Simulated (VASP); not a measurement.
# MoS2 (P-3m1) in VASP: further runs, part 2 of 2

VASP 6.6.1. Earlier steps stand in the parts before.

## Step 3: Single point, PBE+D3(BJ)

This run uses another cell than the first one, of 19.69 Å³/atom, 1.003 times its volume.

The input, INCAR:

```
ALGO     = Normal         # electronic algorithm
EDIFF    = 1E-7           # SCF threshold, eV
ENCUT    = 520            # plane-wave cutoff, eV
GGA      = PE             # functional
ISIF     = 2              # what is computed and relaxed
ISMEAR   = 0              # smearing method
IVDW     = 12             # dispersion correction
LASPH    = True           # aspherical terms in the spheres
LCHARG   = True           # write CHGCAR
LELF     = True           # ELF
LREAL    = False          # projectors in reciprocal space
LVHAR    = True         
LWAVE    = False          # write WAVECAR
NBANDS   = 35             # bands
NELM     = 80             # most SCF steps
PREC     = Accurate       # precision mode
SIGMA    = 0.05           # smearing width, eV
```

The input, KPOINTS:

```
k-points
0
Gamma
  12 12 4
```

The input, POSCAR:

```
MoS2
1.0
    3.2438000000      0.0000000000      0.0000000000
   -1.6219000000      2.8092132048      0.0000000000
    0.0000000000      0.0000000000     12.9667000000
Mo S
2 4
Direct
    0.6666666667      0.3333333333      0.2501439769
    0.3333333333      0.6666666667      0.7498560231
    0.3333333333      0.6666666667      0.3795985159
    0.6666666667      0.3333333333      0.8793132861
    0.3333333333      0.6666666667      0.1206867139
    0.6666666667      0.3333333333      0.6204014841
```

Potentials or basis: VASP PAW PBE potentials, release 64 (Mo_sv, S).

The run is started by

```console
$ cat potpaw_PBE.64/Mo_sv/POTCAR potpaw_PBE.64/S/POTCAR > POTCAR
$ mpirun -np 1 vasp_std > vasp.out
```

It took 2.6 min on 1 thread of Intel Xeon Platinum 8488C (Sapphire Rapids), shared host; peak memory 0.37 GiB.

Results (log left out):

```
Free energy                : -45.3126 eV
Pressure                   : -15.4 GPa
Largest force              : 2.122 eV/Å
Band gap on the k mesh     : 0.99 eV, indirect (least direct gap 1.59 eV)
Dispersion energy per atom : -0.383 eV
```

Forces on the atoms (eV/Å):
```
Mo   0.000  0.000 -0.001
Mo   0.000  0.000  0.001
S    0.000  0.000 -2.122
S    0.000  0.000 -2.122
S    0.000  0.000  2.122
S    0.000  0.000  2.122
```

Stress tensor (GPa, compression positive):
```
-12.69   0.00   0.00
  0.00 -12.69   0.00
  0.00   0.00 -20.94
```

Levels at points of the mesh, in eV from the valence-band top:
| k point | band 22 | band 23 | band 24 | band 25 | band 26 | band 27 | band 28 | band 29 | band 30 | band 31 |
| --- | --- | --- | --- | --- | --- | --- | --- | --- | --- | --- |
| (0.00, 0.00, 0.00) | -1.35 | -1.35 | -1.08 | -0.86 | 0.00 | 2.18 | 2.18 | 2.22 | 2.22 | 2.26 |
| (0.50, 0.00, 0.00) | -2.16 | -1.13 | -0.95 | -0.93 | -0.86 | 1.82 | 1.85 | 2.08 | 2.33 | 2.79 |
| (0.00, 0.00, 0.50) | -1.37 | -1.37 | -1.37 | -0.21 | -0.21 | 2.21 | 2.21 | 2.21 | 2.21 | 2.28 |
| (0.50, 0.00, 0.50) | -2.29 | -1.04 | -1.04 | -0.89 | -0.89 | 1.84 | 1.84 | 2.21 | 2.21 | 3.14 |

Caveat: forces of over 1 eV/Å act on the atoms, so gaps and moduli don't describe the material at rest.

## Step 4: Single point, PBE+D3(BJ)

This run uses another cell than the first one, of 19.74 Å³/atom, 1.005 times its volume.

The input, INCAR:

```
PREC = Accurate
ENCUT = 520
EDIFF = 1E-7
ISMEAR = 0
SIGMA = 0.05
LREAL = False
LASPH = True
NELM = 80
ALGO = Normal
ISIF = 2
LWAVE = False
LCHARG = True
GGA = PE
IVDW = 12
LELF = True
LVHAR = True
NBANDS = 35
```

The input, KPOINTS:

```
Automatic mesh
0
Gamma
  12 12 4
```

POSCAR: that of step 3 with these lines changed.

```diff
@@ -2,5 +2,5 @@
 1.0
-    3.2438000000      0.0000000000      0.0000000000
-   -1.6219000000      2.8092132048      0.0000000000
-    0.0000000000      0.0000000000     12.9667000000
+    3.2753000000      0.0000000000      0.0000000000
+   -1.6376500000      2.8364930050      0.0000000000
+    0.0000000000      0.0000000000     12.7490000000
 Mo S
```

The run is started by

```console
$ cat potpaw_PBE.64/Mo_sv/POTCAR potpaw_PBE.64/S/POTCAR > POTCAR
$ mpirun -np 1 vasp_std > vasp.out
```

It took 2.8 min on 1 thread of Intel Xeon Platinum 8488C (Sapphire Rapids), shared host; peak memory 0.37 GiB.

The run converged. Its results:

* Free energy: -45.3661 eV
* Pressure: -15.4 GPa
* Largest force: 1.882 eV/Å
* Band gap on the k mesh: 0.92 eV, indirect (least direct gap 1.48 eV)
* Dispersion energy per atom: -0.382 eV

Forces in eV/Å, atoms in the order of the input:
```
Mo   0.000  0.000 -0.001
Mo   0.000  0.000  0.001
S    0.000  0.000 -1.882
S    0.000  0.000 -1.881
S    0.000  0.000  1.881
S    0.000  0.000  1.882
```

Stress tensor (GPa, compression positive):
```
-14.07   0.00   0.00
  0.00 -14.07   0.00
  0.00   0.00 -18.16
```

Levels at points of the mesh, in eV from the valence-band top:
```
           k point  band 22  band 23  band 24  band 25  band 26  band 27  band 28  band 29  band 30  band 31
(0.00, 0.00, 0.00)    -1.64    -1.64    -1.03    -0.85     0.00     2.02     2.02     2.02     2.02     2.05
(0.50, 0.00, 0.00)    -2.20    -1.41    -1.21    -1.07    -0.96     1.56     1.60     1.88     2.10     2.65
(0.00, 0.00, 0.50)    -1.66    -1.66    -1.66    -0.20    -0.20     2.01     2.01     2.01     2.01     2.12
(0.50, 0.00, 0.50)    -2.33    -1.31    -1.31    -1.01    -1.01     1.58     1.58     2.00     2.00     3.01
```

Caveat: forces of over 1 eV/Å act on the atoms, so gaps and moduli don't describe the material at rest.

## Step 5: Single point, PBE+D3(BJ)

This run uses another cell than the first one, of 20.81 Å³/atom, 1.060 times its volume.

The input, INCAR:

```
SYSTEM = MoS2
ALGO     = Normal         ! electronic algorithm
EDIFF    = 1E-7           ! SCF threshold, eV
ENCUT    = 520            ! plane-wave cutoff, eV
GGA      = PE             ! functional
ISIF     = 2              ! what is computed and relaxed
ISMEAR   = 0              ! smearing method
IVDW     = 12             ! dispersion correction
LASPH    = .TRUE.         ! aspherical terms in the spheres
LCHARG   = .TRUE.         ! write CHGCAR
LELF     = .TRUE.         ! ELF
LREAL    = .FALSE.        ! projectors in reciprocal space
LVHAR    = .TRUE.       
LWAVE    = .FALSE.        ! write WAVECAR
NBANDS   = 35             ! bands
NELM     = 60             ! most SCF steps
PREC     = Accurate       ! precision mode
SIGMA    = 0.05           ! smearing width, eV
```

The input, KPOINTS:

```
k-points
0
G
  12 12 4
  0 0 0
```

POSCAR: that of step 4 with these lines changed.

```diff
@@ -2,5 +2,5 @@
 1.0
-    3.2753000000      0.0000000000      0.0000000000
-   -1.6376500000      2.8364930050      0.0000000000
-    0.0000000000      0.0000000000     12.7490000000
+    3.3068000000      0.0000000000      0.0000000000
+   -1.6534000000      2.8637728052      0.0000000000
+    0.0000000000      0.0000000000     13.1844000000
 Mo S
```

The run is started by

```console
$ cat potpaw_PBE.64/Mo_sv/POTCAR potpaw_PBE.64/S/POTCAR > POTCAR
$ mpirun -np 1 vasp_std > vasp.out
```

Run time: 2.6 min. Hardware: 1 thread of Intel Xeon 6975P-C (Granite Rapids), shared host; peak memory 0.41 GiB.

Results (log left out):

| Item | Value |
| --- | --- |
| Free energy | -44.5945 eV |
| Pressure | -19.3 GPa |
| Largest force | 2.608 eV/Å |
| Band gap on the k mesh | 0.99 eV, indirect (least direct gap 1.45 eV) |
| Dispersion energy per atom | -0.362 eV |

Forces on the atoms (eV/Å):
```
Mo   0.000  0.000 -0.001
Mo   0.000  0.000  0.001
S    0.000  0.000 -2.608
S    0.000  0.000 -2.607
S    0.000  0.000  2.607
S    0.000  0.000  2.608
```

Stress tensor (GPa, compression positive):
```
-16.66   0.00   0.00
  0.00 -16.66   0.00
  0.00   0.00 -24.58
```

Levels at points of the mesh, in eV from the valence-band top:
| k point | band 24 | band 25 | band 26 | band 27 | band 28 | band 29 |
| --- | --- | --- | --- | --- | --- | --- |
| (0.00, 0.00, 0.00) | -1.03 | -0.72 | 0.00 | 2.03 | 2.03 | 2.09 |
| (0.50, 0.00, 0.00) | -0.93 | -0.84 | -0.77 | 1.68 | 1.71 | 1.95 |
| (0.00, 0.00, 0.50) | -1.30 | -0.18 | -0.18 | 2.06 | 2.06 | 2.06 |
| (0.50, 0.00, 0.50) | -1.01 | -0.80 | -0.80 | 1.69 | 1.69 | 2.06 |

Caveat: forces of over 1 eV/Å act on the atoms, so gaps and moduli don't describe the material at rest. As with any semilocal functional, this PBE gap is likely too small.

## Step 6: Single point, PBE+D3(BJ)

This run uses another cell than the first one, of 19.78 Å³/atom, 1.007 times its volume.

The input, INCAR:

```
SYSTEM = MoS2
PREC     = Accurate       ! precision mode
ENCUT    = 520            ! plane-wave cutoff, eV
EDIFF    = 1E-7           ! SCF threshold, eV
ISMEAR   = 0              ! smearing method
SIGMA    = 0.05           ! smearing width, eV
LREAL    = .False.        ! projectors in reciprocal space
LASPH    = .True.         ! aspherical terms in the spheres
NELM     = 60             ! most SCF steps
ALGO     = Normal         ! electronic algorithm
ISIF     = 2              ! what is computed and relaxed
LWAVE    = .False.        ! write WAVECAR
LCHARG   = .False.        ! write CHGCAR
GGA      = PE             ! functional
IVDW     = 12             ! dispersion correction
NBANDS   = 35             ! bands
```

The input, KPOINTS:

```
regular mesh
0
Gamma
  12 12 4
  0 0 0
```

POSCAR: that of step 5 with these lines changed.

```diff
@@ -4,3 +4,3 @@
    -1.6534000000      2.8637728052      0.0000000000
-    0.0000000000      0.0000000000     13.1844000000
+    0.0000000000      0.0000000000     12.5312000000
 Mo S
```

Potentials or basis: VASP PAW PBE potentials, release 64 (Mo_sv, S).

The run is started by

```console
$ cat potpaw_PBE.64/Mo_sv/POTCAR potpaw_PBE.64/S/POTCAR > POTCAR
$ mpirun -np 1 vasp_std > vasp.out
```

Wall time 3.2 min (1 thread of Intel Xeon 6975P-C (Granite Rapids), shared host); peak memory 0.41 GiB.

The run converged. Its results:

```
Free energy                : -45.3710 eV
Pressure                   : -15.4 GPa
Largest force              : 1.629 eV/Å
Band gap on the k mesh     : 0.86 eV, indirect (least direct gap 1.37 eV)
Dispersion energy per atom : -0.381 eV
```

Forces on the atoms (eV/Å):
```
Mo   0.000  0.000 -0.001
Mo   0.000  0.000  0.001
S    0.000  0.000 -1.629
S    0.000  0.000 -1.628
S    0.000  0.000  1.628
S    0.000  0.000  1.629
```

Levels at points of the mesh, in eV from the valence-band top:
| k point | band 23 | band 24 | band 25 | band 26 | band 27 | band 28 | band 29 | band 30 |
| --- | --- | --- | --- | --- | --- | --- | --- | --- |
| (0.00, 0.00, 0.00) | -1.90 | -0.97 | -0.84 | 0.00 | 1.82 | 1.82 | 1.86 | 1.86 |
| (0.50, 0.00, 0.00) | -1.68 | -1.47 | -1.20 | -1.05 | 1.31 | 1.36 | 1.67 | 1.87 |
| (0.00, 0.00, 0.50) | -1.93 | -1.93 | -0.18 | -0.18 | 1.83 | 1.83 | 1.83 | 1.83 |
| (0.50, 0.00, 0.50) | -1.57 | -1.57 | -1.11 | -1.11 | 1.33 | 1.33 | 1.78 | 1.78 |

Caveat: forces of over 1 eV/Å act on the atoms, so gaps and moduli don't describe the material at rest. A k mesh can miss the band edges.

## Step 7: Summary

```tsv
cell	gap on the mesh (eV)	pressure (GPa)	largest force (eV/Å)
a = 3.212, b = 3.212, c = 13.184 Å, angles 90.0, 90.0, 120.0°, 6 atoms	1.04	-15.4	2.35
a = 3.244, b = 3.244, c = 12.967 Å, angles 90.0, 90.0, 120.0°, 6 atoms	0.99	-15.4	2.12
a = 3.275, b = 3.275, c = 12.749 Å, angles 90.0, 90.0, 120.0°, 6 atoms	0.92	-15.4	1.88
a = 3.307, b = 3.307, c = 13.184 Å, angles 90.0, 90.0, 120.0°, 6 atoms	0.99	-19.3	2.61
a = 3.307, b = 3.307, c = 12.531 Å, angles 90.0, 90.0, 120.0°, 6 atoms	0.86	-15.4	1.63
```

Alike in all rows: task single point; level PBE+D3(BJ); potentials or basis VASP PAW PBE potentials, release 64 (Mo_sv, S); no spin polarisation; k mesh 12 × 12 × 4; cutoff (eV) 520; smearing gaussian 0.05 eV.

Caveats: forces of over 1 eV/Å act on the atoms, so gaps and moduli don't describe the material at rest.

Absolute energies hang on the potentials; compare differences alone.
